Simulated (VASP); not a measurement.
Input of a VASP 6.6.1 run:

The input INCAR:

```
  PREC = Accurate
  ENCUT = 520
  EDIFF = 1E-6
  ISMEAR = 0
  SIGMA = 0.05
  LREAL = False
  LASPH = True
  NELM = 60
  ALGO = Normal
  ISIF = 2
  LWAVE = False
  LCHARG = False
  GGA = CA
  NBANDS = 30
```

The input KPOINTS:

```
Automatic mesh
0
Gamma
  6 6 6
```

File POSCAR:

```
CsGeBr3
1.0
    5.5333271400      0.0000000000      0.0000000000
    0.0000000000      5.5333271400      0.0000000000
    0.0000000000      0.0000000000      5.9759933112
Cs Ge Br
1 1 3
Direct
    0.0000000000      0.0000000000      0.0000000000
    0.5000000000      0.5000000000      0.5000000000
    0.5000000000      0.5000000000      0.0000000000
    0.5000000000      0.0000000000      0.5000000000
    0.0000000000      0.5000000000      0.5000000000
```

Potentials or basis: VASP PAW LDA potentials, release 64 (Cs_sv, Ge_d, Br).

Command:

```bash
$ cat potpaw_LDA.64/Cs_sv/POTCAR potpaw_LDA.64/Ge_d/POTCAR potpaw_LDA.64/Br/POTCAR > POTCAR
$ mpirun -np 1 vasp_std > vasp.out
```

Problem. Predict the band gap on the k mesh.

Solution. 0.50 eV.

Problem. What does it give for the pressure?

Solution. -3.2 GPa.

Stress tensor (GPa, compression positive):
```
-2.56  0.00  0.00
 0.00 -2.56  0.00
 0.00  0.00 -4.44
```

Caveat: the cell differs from its parent crystal (strain +0.000 along x and y, +0.080 along z); the cell stands under tension; spin-orbit coupling is left out, which moves the levels of the heavy elements. A k mesh can miss the band edges.
